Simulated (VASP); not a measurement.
Input of a VASP 6.6.1 run:

The input POSCAR:

```
NaLa
1.0
    3.6062510000      0.0000000000      0.0000000000
   -1.8031250000      3.1231050000      0.0000000000
    0.0000000000      0.0000000000      6.4837820000
Na La
1 1
Direct
    0.0000000000      0.0000000000      0.0000000000
    0.3333333333      0.6666666667      0.5000000000
```

The input INCAR.step1:

```
SYSTEM = NaLa
  PREC = Accurate
  ENCUT = 550
  ISMEAR = -1
  SIGMA = 0.1
  LREAL = .FALSE.
  LASPH = .TRUE.
  NELM = 200
  NBANDS = 16
  GGA = PE
  ALGO = Normal
  EDIFF = 1E-5
  LWAVE = .TRUE.
  LCHARG = .FALSE.
  GGA_COMPAT = .FALSE.
  LMAXMIX = 6
```

INCAR.step2

```
SYSTEM = NaLa
  PREC = Accurate
  ENCUT = 550
  EDIFF = 1E-6
  ISMEAR = -1
  SIGMA = 0.1
  LREAL = .FALSE.
  LASPH = .TRUE.
  NELM = 200
  ALGO = Normal
  ISIF = 2
  LWAVE = .FALSE.
  LCHARG = .TRUE.
  METAGGA = R2SCAN
  LMIXTAU = .TRUE.
  LELF = .TRUE.
  LVHAR = .TRUE.
  NBANDS = 16
  ISTART = 1
  GGA_COMPAT = .FALSE.
  LMAXMIX = 6
```

Contents of KPOINTS:

```
regular mesh
0
G
  6 6 3
  0 0 0
```

Potentials or basis: VASP PAW PBE potentials, release 64 (Na_pv, La).

Run with:

```console
$ cat potpaw_PBE.64/Na_pv/POTCAR potpaw_PBE.64/La/POTCAR > POTCAR
$ cp INCAR.step1 INCAR
$ mpirun -np 1 vasp_std > vasp.out
$ cp INCAR.step2 INCAR
$ mpirun -np 1 vasp_std > vasp.out
```

Question: Predict the pressure.

Answer: 0.4 GPa.

Question: Predict the band gap on the k mesh.

Answer: Zero (band 9 reaches 4.47 eV, above the bottom of band 10 at 3.84 eV).

Stress tensor (GPa, compression positive):
```
0.31 0.00 0.00
0.00 0.31 0.00
0.00 0.00 0.62
```

Caveat: the PAW data sets were made with another functional, which shifts forces and pressure a little; spin-orbit coupling is left out, which moves the levels of the heavy elements.
